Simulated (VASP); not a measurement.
A run of VASP 6.6.1:

The input INCAR:

```
PREC = Accurate ; ENCUT = 520
EDIFF = 1E-7 ; ISMEAR = 0
SIGMA = 0.15 ; LREAL = False
LASPH = True ; NELM = 100
ALGO = Fast ; ISIF = 2
LWAVE = False ; LCHARG = False
GGA = PS ; NBANDS = 10
```

The input KPOINTS:

```
Automatic mesh
0
Gamma
  20 20 20
```

POSCAR

```
Os
1.0
    0.0000000000      1.9741750000      2.0033500000
    1.9741750000      0.0000000000      2.0033500000
    1.9741750000      1.9741750000      0.0000000000
Os
1
Direct
    0.0000000000      0.0000000000      0.0000000000
```

Potentials or basis: VASP PAW PBE potentials, release 64 (Os).

Launch:

```sh
$ cat potpaw_PBE.64/Os/POTCAR > POTCAR
$ mpirun -np 1 vasp_std > vasp.out
```

Hardware: 1 thread of Intel(R) Xeon(R) Platinum 8488C (Sapphire Rapids), with other jobs on the host.

Problem. How long does it take, and how much memory?

Solution. Run time: 61 s on 1 thread of Intel(R) Xeon(R) Platinum 8488C (Sapphire Rapids), with other jobs on the host, peak memory 0.23 GiB. Counts: scf iterations 13, k points 641.
